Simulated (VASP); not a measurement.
# Ti2O (P-3m1) in VASP: elastic constants with LDA

Aim: the elastic constants of Ti2O with LDA.

All numbers are computed with VASP 6.6.1; they aren't measurements. Logs are shortened: lines on timing, memory, paths and dates and some standing lists are left out, and cuts for length are marked.

## (1) The cell of the first run

It takes space group P-3m1 (No. 164, trigonal). Conventional cell: a = 2.931 Å, b = 2.931 Å, c = 4.671 Å, α = 90.00°, β = 90.00°, γ = 120.00°. Ti (site symmetry 3m) has 3 O at 2.08 Å within 2.8 Å. O (site symmetry -3m) has 6 Ti at 2.08 Å within 2.8 Å.

## (2) Elastic constants, LDA

File INCAR:

```
ALGO = Normal
EDIFF = 1E-8
ENCUT = 600
GGA = CA
GGA_COMPAT = False
IBRION = 6
ISIF = 3
ISMEAR = -1
LASPH = True
LCHARG = True
LREAL = False
LWAVE = False
NBANDS = 22
NELM = 120
NFREE = 2
NSW = 1
POTIM = 0.015
PREC = Accurate
SIGMA = 0.15
```

File KPOINTS:

```
k-points
0
Gamma
  2 2 1
```

File POSCAR:

```
Ti2O
1.0
    2.9305479371      0.0000000000      0.0000000000
   -1.4652739686      2.5379289606      0.0000000000
    0.0000000000      0.0000000000      4.6710209581
Ti O
2 1
Direct
    0.6666666667      0.3333333333      0.2602113922
    0.3333333333      0.6666666667      0.7397886078
    0.0000000000      0.0000000000      0.0000000000
```

Potentials or basis: VASP PAW LDA potentials, release 64 (Ti_sv, O).

On the command line:

```
$ cat potpaw_LDA.64/Ti_sv/POTCAR potpaw_LDA.64/O/POTCAR > POTCAR
$ mpirun -np 1 vasp_std > vasp.out
```

OUTCAR:

```text
EDIFF = 1E-8
   ENCUT = 600
   GGA = CA
   IBRION = 6
   ISIF = 3
   ISMEAR = -1
   LASPH = True
   LREAL = False
   NELM = 120
   NFREE = 2
   NSW = 1
   POTIM = 0.015
   PREC = Accurate

 ion  position               nearest neighbor table
   1  0.667  0.333  0.260-   3 2.08   3 2.08   3 2.08   2 2.81   2 2.81   2 2.81
   2  0.333  0.667  0.740-   3 2.08   3 2.08   3 2.08   1 2.81   1 2.81   1 2.81
   3  0.000  0.000  0.000-   1 2.08   2 2.08   1 2.08   2 2.08   1 2.08   2 2.08

  LATTYP: Found a hexagonal cell.
 ALAT       =     2.9305479371
 C/A-ratio  =     1.5939070298

  Lattice vectors:

 A1 = (   2.9305479371,   0.0000000000,   0.0000000000)
 A2 = (  -1.4652739686,   2.5379289606,   0.0000000000)
 A3 = (   0.0000000000,   0.0000000000,   4.6710209581)

Analysis of symmetry for initial positions (statically):
=====================================================================
 Subroutine PRICEL returns:
 Original cell was already a primitive cell.

 Routine SETGRP: Setting up the symmetry group for a
 hexagonal supercell.

 Subroutine GETGRP returns: Found 12 space group operations
 (whereof 12 operations were pure point group operations)
 out of a pool of 24 trial point group operations.

The static configuration has the point symmetry D_3d.

Analysis of symmetry for dynamics (positions and initial velocities):
=====================================================================
 Subroutine PRICEL returns:
 Original cell was already a primitive cell.

 Routine SETGRP: Setting up the symmetry group for a
 hexagonal supercell.

 Subroutine GETGRP returns: Found 12 space group operations
 (whereof 12 operations were pure point group operations)
 out of a pool of 24 trial point group operations.

The dynamic configuration has the point symmetry D_3d.

 Subroutine INISYM returns: Found 12 space group operations
 (whereof 12 operations are pure point group operations),
 and found     1 'primitive' translations

----------------------------------------------------------------------------------------

                                     Primitive cell

  volume of cell :      34.7408

  direct lattice vectors                    reciprocal lattice vectors
     2.930547937  0.000000000  0.000000000     0.341233115  0.197011031  0.000000000
    -1.465273969  2.537928961  0.000000000     0.000000000  0.394022061  0.000000000
     0.000000000  0.000000000  4.671020958     0.000000000  0.000000000  0.214085959

  length of vectors
     2.930547937  2.930547937  4.671020958     0.394022061  0.394022061  0.214085959

  position of ions in fractional coordinates (direct lattice)
     0.666666667  0.333333333  0.260211392
     0.333333333  0.666666667  0.739788608
     0.000000000  0.000000000  0.000000000

  ion indices of the primitive-cell ions
   primitive index   ion index
                 1           1
                 2           2
                 3           3

----------------------------------------------------------------------------------------

 KPOINTS: k-points

Automatic generation of k-mesh.
 Grid dimensions read from file:
 generate k-points for:    2    2    1

 Generating k-lattice:

  Cartesian coordinates                     Fractional coordinates (reciprocal lattice)
     0.170616557  0.098505515  0.000000000     0.500000000  0.000000000  0.000000000
[... 68 lines left out ...]
 non-spin polarized calculation
  energy-cutoff  :      600.00
  volume of cell :       34.74
 maximum number of plane-waves:      1172
 NGX is ok and might be reduce to    24
   NGX = 11   NGY = 11   NGZ = 19

--------------------------------------- Ionic step        1  -------------------------------------------

 number of electron      29.9999994 magnetization

 Free energy of the ion-electron system (eV)
  ---------------------------------------------------
  ext. energy  EPLUGINS =         0.00000000
  ---------------------------------------------------
  free energy    TOTEN  =       -29.05132008 eV

  energy without entropy =      -28.84201417  energy(sigma->0) =      -28.94666713

------------------------ aborting loop because EDIFF is reached ----------------------------------------

  FORCE on cell =-STRESS in cart. coord.  units (eV):
  Direction    XX          YY          ZZ          XY          YZ          ZX
  --------------------------------------------------------------------------------------
  -------------------------------------------------------------------------------------
  Total        0.8782815      0.8782815     -0.4943084     -0.0000000      0.0000000      0.0000000
  in kB       40.5045889     40.5045889    -22.7965148     -0.0000000      0.0000000      0.0000000
  external PRESSURE =      19.4042210 kB  Pullay stress =       0.0000000 kB
[... 92 lines left out ...]
  FREE ENERGIE OF THE ION-ELECTRON SYSTEM (eV)
  ---------------------------------------------------
  free  energy   TOTEN  =       -29.0328566375 eV

  energy  without entropy=      -28.8316506600  energy(sigma->0) =      -28.93225365

[... ionic steps 4 to 18 ...]

--------------------------------------- Ionic step       19  -------------------------------------------

 number of electron      29.9999995 magnetization

------------------------ aborting loop because EDIFF is reached ----------------------------------------
[... 69 lines left out ...]
--------------------------------------- Ionic step       21  -------------------------------------------

 number of electron      29.9999991 magnetization

 Free energy of the ion-electron system (eV)
  ---------------------------------------------------
  ext. energy  EPLUGINS =         0.00000000
  ---------------------------------------------------
  free energy    TOTEN  =       -29.05089589 eV

  energy without entropy =      -28.84221671  energy(sigma->0) =      -28.94655630

 E-fermi :  10.5213     XC(G=0): -12.8853

 val. band max:       10.4334349506   @ k =   0.0000   0.0000   0.0000
 cond. band min:      10.6514765650   @ k =   0.0000   0.0000   0.0000
 fundamental gap:      0.2180416144
 Fermi energy:        10.5212699991

 k-point     1 :       0.0000    0.0000    0.0000
  band No.  band energies     occupation
      1     -46.3540      2.00000
      2     -46.1879      2.00000
      3     -23.3569      2.00000
      4     -22.7640      2.00000
      5     -22.7640      2.00000
      6     -22.6577      2.00000
[... 14 lines left out ...]
     21      11.3697      0.00697
     22      14.4366      0.00000

 k-point     2 :       0.5000    0.0000    0.0000
  band No.  band energies     occupation
      1     -46.2205      2.00000
      2     -46.1491      2.00000
      3     -23.4069      2.00000
      4     -23.1817      2.00000
      5     -22.9401      2.00000
      6     -22.9072      2.00000
[... 44 lines left out ...]
  FREE ENERGIE OF THE ION-ELECTRON SYSTEM (eV)
  ---------------------------------------------------
  free  energy   TOTEN  =       -29.0508958867 eV

  energy  without entropy=      -28.8422167052  energy(sigma->0) =      -28.94655630

 INTERNAL STRAIN TENSORS FROM STRAINED CELLS
 ============================================

 INTERNAL STRAIN TENSOR FOR ION    1 for displacements in x,y,z  (eV/Angst):
          X           Y           Z          XY          YZ          ZX
  --------------------------------------------------------------------------------
  x     0.00000    -0.00000    -0.00000    -3.70000     0.00000    -0.53443
  y    -3.69187     3.68308    -0.00000    -0.00007    -0.33073    -0.00045
  z    -7.07502    -7.06547     3.18723     0.00171    -0.00565    -0.00054

 INTERNAL STRAIN TENSORS FROM DISPLACED ATOMS
 ============================================

 INTERNAL STRAIN TENSOR FOR ION    1 for displacements in x,y,z  (eV/Angst):
          X           Y           Z          XY          YZ          ZX
  --------------------------------------------------------------------------------
  x     0.00000    -0.00000     0.00000    -3.76680     0.00000    -0.51867
  y    -3.76680     3.76680    -0.00000    -0.00000    -0.51867     0.00000
  z    -7.10776    -7.10776     2.98438     0.00000     0.00000    -0.00000

 INTERNAL STRAIN TENSOR FOR ION    3 for displacements in x,y,z  (eV/Angst):
          X           Y           Z          XY          YZ          ZX
  --------------------------------------------------------------------------------
  x     0.00000     0.00000     0.00000     0.00000     0.00000     0.00000
  y     0.00000     0.00000     0.00000     0.00000     0.00000     0.00000
  z     0.00000     0.00000     0.00000     0.00000     0.00000     0.00000

 Eigenvectors and eigenvalues of the dynamical matrix
 ----------------------------------------------------

   1 f  =    9.707851 THz    60.996230 2PiTHz  323.819069 cm-1    40.148430 meV
             X         Y         Z           dx          dy          dz
      1.465274  0.845976  1.215453    -0.000000    0.000000    0.707107
     -0.000000  1.691953  3.455568    -0.000000    0.000000   -0.707107
      0.000000  0.000000  0.000000    -0.000000    0.000000   -0.000000
[... 43 lines left out ...]
   9 f/i=    8.214738 THz    51.614723 2PiTHz  274.014177 cm-1    33.973413 meV
             X         Y         Z           dx          dy          dz
      1.465274  0.845976  1.215453     0.088141   -0.253841    0.000000
     -0.000000  1.691953  3.455568     0.088141   -0.253841    0.000000
      0.000000  0.000000  0.000000    -0.303412    0.873804   -0.000000

--------------------------------------------------------------------------------------------------------

 ELASTIC MODULI CONTR FROM IONIC RELAXATION (kBar)
 Direction    XX          YY          ZZ          XY          YZ          ZX
 --------------------------------------------------------------------------------
 XX        -252.3873   -252.3873    105.9713      0.0000     -0.0000      0.0000
 YY        -252.3873   -252.3873    105.9713      0.0000     -0.0000      0.0000
 ZZ         105.9713    105.9713    -44.4948     -0.0000      0.0000     -0.0000
 XY           0.0000      0.0000     -0.0000     -0.0000      0.0000     -0.0000
 YZ          -0.0000     -0.0000      0.0000      0.0000     -0.0000      0.0000
 ZX           0.0000      0.0000     -0.0000     -0.0000      0.0000     -0.0000
 --------------------------------------------------------------------------------

 TOTAL ELASTIC MODULI (kBar)
 Direction    XX          YY          ZZ          XY          YZ          ZX
 --------------------------------------------------------------------------------
 XX        1884.1997   2334.6135   2077.7118     -0.0000    319.7732     -0.0000
 YY        2334.6135   1884.1997   2077.7118     -0.0000   -319.7732      0.0000
 ZZ        2077.7118   2077.7118   2993.0222     -0.0000      0.0000     -0.0000
 XY          -0.0000     -0.0000     -0.0000   -225.2069      0.0000    319.7733
 YZ         319.7732   -319.7732      0.0000      0.0000   1021.5359     -0.0000
 ZX          -0.0000      0.0000     -0.0000    319.7733     -0.0000   1021.5355
 --------------------------------------------------------------------------------
```

Wall time 60 s (1 thread of Intel Xeon 6975P-C, shared host); peak memory 0.15 GiB.

What came out:

| Quantity | Value |
| --- | --- |
| Voigt bulk modulus | 219 GPa |
| Highest phonon frequency at Γ, LO-TO splitting left out | 324 cm⁻¹ |
| Most unstable mode | 274i cm⁻¹ |

Phonon frequencies in cm⁻¹ (negative: imaginary):
```csv
q point,frequencies
"(0.000, 0.000, 0.000)",-274 -274 -164 -164 -1 0 0 274 324
```

Elastic tensor in Voigt notation (GPa, in the Cartesian axes of the cell as first typed):
```
188 233 208  32   0   0
233 188 208 -32   0   0
208 208 299   0   0   0
 32 -32   0 102   0   0
  0   0   0   0 102  32
  0   0   0   0  32 -23
```

Clamped-ion elastic tensor (GPa):
```
214 259 197  32   0   0
259 214 197 -32   0   0
197 197 304   0   0   0
 32 -32   0 102   0   0
  0   0   0   0 102  32
  0   0   0   0  32 -23
```

Caveat: the k points lie up to 1.35 Å⁻¹ apart; the cell is under stress, which shifts elastic constants; some modes are imaginary; the elastic tensor has a negative eigenvalue, so either the cell is unstable as it stands or the mesh is too thin.
